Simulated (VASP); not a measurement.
Here is a VASP 6.6.1 calculation.

INCAR

```
  ALGO = Normal
  EDIFF = 1E-6
  ENCUT = 520
  GGA = PE
  ISIF = 2
  ISMEAR = 0
  LASPH = T
  LCHARG = T
  LELF = T
  LREAL = F
  LVHAR = T
  LWAVE = F
  NBANDS = 12
  NELM = 100
  PREC = Accurate
  SIGMA = 0.15
```

File KPOINTS:

```
k-points
0
Gamma
  26 26 26
```

The input POSCAR:

```
Ti
1.0
   -1.6277527636      1.6277527636      1.6277527636
    1.6277527636     -1.6277527636      1.6277527636
    1.6277527636      1.6277527636     -1.6277527636
Ti
1
Direct
    0.0000000000      0.0000000000      0.0000000000
```

Potentials or basis: VASP PAW PBE potentials, release 64 (Ti_sv).

Command:

```sh
$ cat potpaw_PBE.64/Ti_sv/POTCAR > POTCAR
$ mpirun -np 1 vasp_std > vasp.out
```

Problem. Estimate the band gap on the k mesh.

Solution. Zero (band 6 reaches 9.15 eV, above the bottom of band 7 at 7.51 eV).

Problem. Predict the pressure.

Solution. -0.2 GPa.
